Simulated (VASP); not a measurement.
Crystal: HfC.

```
Hf C
1.0
     3.25823    0.00000    0.00000
    -1.62911    2.82171    0.00000
     0.00000    0.00000    5.31922
Hf C
2 2
Direct
  0.00000 0.00000 0.00000
  0.00000 0.00000 0.50000
  0.33333 0.66667 0.25000
  0.66667 0.33333 0.75000
```

| Item | Value |
| --- | --- |
| Program | VASP 6.6.1 |
| Task | relaxation of cell and atoms |
| Functional | PBEsol |
| Potentials or basis | VASP PAW PBE potentials, release 64 (Hf_pv, C) |
| Cutoff | 600 eV |
| k mesh | 12 × 12 × 9 |
| Occupations | gaussian, width 0.1 eV |
| Spin | no spin polarisation |

At the start: pressure 16.6 GPa; volume 12.23 Å³/atom.

How do energy, volume and symmetry change on relaxing?

Over 9 steps the energy falls by 128.7 meV/atom and the volume is 12.91 Å³/atom (+5.6 %); space group P6_3/mmc (No. 194, to 0.1 Å) before and after.

The path:
```
step  energy change (eV)  largest force (eV/Å)  pressure (GPa)  volume (Å³)
   1              0.0000                0.0000           16.56        48.90
   2              0.3285                0.0000          -22.40        57.91
   3             -0.4962                0.0000           -4.42        52.77
   4             -0.4979                0.0000           -3.47        52.56
   5             -0.5021                0.0000            2.96        50.92
   6             -0.5149                0.0000           -0.14        51.68
   7             -0.5149                0.0000           -0.08        51.66
   8             -0.5149                0.0000            0.18        51.61
   9             -0.5149                0.0000            0.07        51.63
```

Final structure:
```
Hf C
1.0
     3.23040    0.00000    0.00000
    -1.61520    2.79761    0.00000
     0.00000    0.00000    5.71331
Hf C
2 2
Direct
  0.00000 0.00000 0.00000
  0.00000 0.00000 0.50000
  0.33333 0.66667 0.25000
  0.66667 0.33333 0.75000
```

Caveat: the PAW data sets were made with another functional, which shifts forces and pressure a little.
